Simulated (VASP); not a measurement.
Write the native input for VASP 6.6.1 that does the following.

```
Task                   : single point
Functional             : PBE
Potentials or basis    : VASP PAW PBE potentials, release 64 (V_sv, Br)
Cutoff                 : 520 eV
k mesh                 : 6 × 6 × 6
Occupations            : gaussian, width 0.1 eV
Spin                   : no spin polarisation
Dipole correction      : no
Further INCAR settings : ALGO = Normal; EDIFF = 1e-06; NBANDS = 24
```

The structure of V2Br lies in POSCAR:

```
V2Br
1.0
    4.3742101924      0.0000000000      0.0000000000
   -2.1871050962      3.7881771481      0.0000000000
    0.0000000000      0.0000000000      2.9246894273
V Br
2 1
Direct
    0.3333333333      0.6666666667      0.5000000000
    0.6666666667      0.3333333333      0.5000000000
    0.0000000000      0.0000000000      0.0000000000
```

These files were run (other wordings do the same):

INCAR

```
ALGO = Normal
EDIFF = 1E-6
ENCUT = 520
GGA = PE
ISIF = 2
ISMEAR = 0
LASPH = True
LCHARG = False
LREAL = False
LWAVE = False
NBANDS = 24
NELM = 80
PREC = Accurate
SIGMA = 0.1
```

KPOINTS

```
k-points
0
Gamma
  6 6 6
```

Potentials or basis: VASP PAW PBE potentials, release 64 (V_sv, Br).

Command:

```sh
$ cat potpaw_PBE.64/V_sv/POTCAR potpaw_PBE.64/Br/POTCAR > POTCAR
$ mpirun -np 1 vasp_std > vasp.out
```

It gave:

```yaml
Pressure: 0.1 GPa
Band_gap_on_the_k_mesh: zero (an odd number of electrons rules out a gap without spin polarisation)
```

Caveat: the run has no spin polarisation, though such a crystal can be magnetic.

Wall time 27 s on 1 thread of Intel Xeon 8259CL (shared host), peak memory 0.19 GiB.
